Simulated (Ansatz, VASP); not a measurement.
Two plane-wave programs on Li3TaO4

File INCAR:

```
PREC = Accurate
ENCUT = 600
EDIFF = 1E-6
ISMEAR = 0
SIGMA = 0.02
LREAL = F
LASPH = T
NELM = 60
ALGO = Normal
ISIF = 3
LWAVE = F
LCHARG = F
GGA = PS
IBRION = 2
NSW = 100
EDIFFG = -0.005
```

File KPOINTS:

```
Automatic mesh
0
Gamma
  10 10 10
```

POSCAR

```
Li3TaO4
1.0
   -2.0647950000      2.0647950000      4.3589790000
    2.0647950000     -2.0647950000      4.3589790000
    2.0647950000      2.0647950000     -4.3589790000
Li Ta O
3 1 4
Direct
    0.5000000000      0.5000000000      0.0000000000
    0.2500000000      0.7500000000      0.5000000000
    0.7500000000      0.2500000000      0.5000000000
    0.0000000000      0.0000000000      0.0000000000
    0.0000000000      0.5000000000      0.5000000000
    0.7778590000      0.7778590000      0.0000000000
    0.5000000000      0.0000000000      0.5000000000
    0.2221410000      0.2221410000      0.0000000000
```

Input for Ansatz:

```yaml
crystal:
  lattice:
    - [-2.064795, 2.064795, 4.358979]
    - [2.064795, -2.064795, 4.358979]
    - [2.064795, 2.064795, -4.358979]
  atoms:
    - { symbol: Li, position: [0.5, 0.5, 0.0] }
    - { symbol: Li, position: [0.25, 0.75, 0.5] }
    - { symbol: Li, position: [0.75, 0.25, 0.5] }
    - { symbol: Ta, position: [0.0, 0.0, 0.0] }
    - { symbol: O, position: [0.0, 0.5, 0.5] }
    - { symbol: O, position: [0.777859, 0.777859, 0.0] }
    - { symbol: O, position: [0.5, 0.0, 0.5] }
    - { symbol: O, position: [0.222141, 0.222141, 0.0] }
basis:
  ecutwfc: 420
kpoints:
  mp_grid: { grid: [10, 10, 10] }
hamiltonian:
  xc: pbesol
scf:
  occupations: { method: gaussian, width: 0.02 }
output:
  forces: true
  stress: true
  eigenvalues: true
  write_density: true
  write_potential: true
  elf: true
  volumetric_format: npy
relax:
  adjacent_minimum: "off"
  f_tol: 0.005
  max_steps: 80
  cell: { stress_tol: 0.05 }
```

Alike in both runs: task relaxation of cell and atoms; functional PBEsol; k mesh 10 × 10 × 10; occupations gaussian, width 0.02 eV; no spin polarisation.

```csv
,VASP,Ansatz
version,VASP 6.6.1,Ansatz 0.2.0
potentials or method,"VASP PAW PBE potentials, release 64 (Li_sv, Ta_pv, O), cutoff 600 eV","scalar-relativistic, plane waves, PAW"
valence electrons in the cell,44,46
```

VASP gave:

| Item | Value |
| --- | --- |
| gap on the k mesh at the Fermi level, each at its own relaxed structure (eV) | 1.50 |
| relaxed volume (Å³/atom) | 8.84 |
| relaxed length of the cell vector where the two differ most in proportion (Å) | 5.128 |

What did Ansatz give for the same quantities?

gap on the k mesh at the Fermi level, each at its own relaxed structure (eV): 1.57; relaxed volume (Å³/atom): 8.87; relaxed length of the cell vector where the two differ most in proportion (Å): 5.141.

VASP's potentials were made for PBE, not for PBEsol. VASP's potentials hold 44 valence electrons a cell and Ansatz's 46, so a difference there can come from the potentials and not from the codes.

Spin-orbit coupling is off throughout. Noted on VASP's run: the cutoff is under 1.25 times that of the potentials, so the pressure is a little rough.
